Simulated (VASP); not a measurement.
**Bi2Se3: single point with RPBE**

The system is Bi2Se3.

```xyz
5
Lattice="2.0715 1.1960 9.5453 -2.0715 1.1960 9.5453 0.0000 -2.3920 9.5453" Properties=species:S:1:pos:R:3 pbc="T T T"
Bi    0.0000    0.0000   17.1587
Bi    0.0000    0.0000   11.4773
Se    0.0000    0.0000   22.5738
Se    0.0000    0.0000    6.0622
Se    0.0000    0.0000    0.0000
```

```json
{"Program": "VASP 6.6.1", "Task": "single point", "Functional": "RPBE", "Potentials or basis": "VASP PAW PBE potentials, release 64 (Bi_d, Se)", "Cutoff": "520 eV", "k mesh": "8 × 8 × 8", "Occupations": "fermi-dirac, width 0.05 eV", "Spin": "no spin polarisation"}
```

| Quantity | Value |
| --- | --- |
| Pressure | 4.2 GPa |
| Largest force | 0.170 eV/Å |
| Band gap on the k mesh | 0.29 eV |

Forces in eV/Å, atoms in the order of the input:
```
Bi   0.000  0.000  0.170
Bi   0.000  0.000 -0.170
Se   0.000  0.000  0.169
Se   0.000  0.000 -0.169
Se   0.000  0.000  0.000
```

Stress tensor (GPa, compression positive):
```
4.20 0.00 0.00
0.00 4.20 0.00
0.00 0.00 4.33
```

Levels at points of the mesh, in eV from the valence-band top:
| k point | band 20 | band 21 | band 22 | band 23 | band 24 | band 25 | band 26 | band 27 | band 28 | band 29 |
| --- | --- | --- | --- | --- | --- | --- | --- | --- | --- | --- |
| (0.00, 0.00, 0.00) | -1.88 | -1.88 | -1.23 | -1.23 | 0.00 | 0.29 | 1.42 | 1.42 | 2.17 | 2.74 |
| (0.50, 0.00, 0.00) | -3.02 | -2.97 | -2.14 | -1.25 | -0.56 | 0.90 | 1.95 | 3.03 | 3.17 | 4.15 |
| (0.50, 0.50, 0.00) | -2.58 | -1.87 | -1.87 | -1.65 | -1.00 | 1.39 | 1.99 | 2.61 | 3.03 | 3.55 |
| (0.50, 0.50, 0.50) | -1.64 | -1.51 | -1.40 | -1.40 | -0.43 | 0.67 | 1.73 | 1.73 | 2.11 | 2.41 |

Wall time 20 min on 1 thread of Intel(R) Xeon(R) 6975P-C (Granite Rapids), with other jobs on the host, peak memory 1 GiB.

Caveat: the cell stands under pressure; the PAW data sets were made with another functional, which shifts forces and pressure a little; spin-orbit coupling is left out, which moves the levels of the heavy elements. A k mesh can miss the band edges.
